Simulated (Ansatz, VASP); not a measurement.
One calculation of TePb, two programs

```
CELL_PARAMETERS angstrom
-0.10348 3.35758 3.48484
3.16484 0.03717 3.34419
3.25454 3.30663 -0.05253
ATOMIC_POSITIONS crystal
Te 0.00000 0.00000 0.00000
Pb 0.50000 0.50000 0.50000
```

Alike in both runs: task single point; functional PBE; k mesh 1 × 5 × 1; occupations gaussian, width 0.1 eV; no spin polarisation.

```csv
,VASP,Ansatz
version,VASP 6.6.1,Ansatz 0.2.0
potentials or method,"VASP PAW PBE potentials, release 64 (Te, Pb_d), cutoff 520 eV","scalar-relativistic, plane waves, PAW"
valence electrons in the cell,20,30
```

Ansatz gave:

```
gap on the k mesh at the Fermi level (eV)                     : 0.82
least direct gap on the mesh (eV)                             : 0.82
pressure (GPa)                                                : 14.8
traceless stress, the component that is largest in VASP (GPa) : -6.58
```

Task: Which values does VASP return?

Result: gap on the k mesh at the Fermi level (eV): 0.81; least direct gap on the mesh (eV): 0.81; pressure (GPa): 14.8; traceless stress, the component that is largest in VASP (GPa): -6.61.

VASP's potentials hold 20 valence electrons a cell and Ansatz's 30, so a difference there can come from the potentials and not from the codes.

The k mesh is coarse, so the values compare programs but aren't converged. Neither program's run includes spin-orbit coupling.
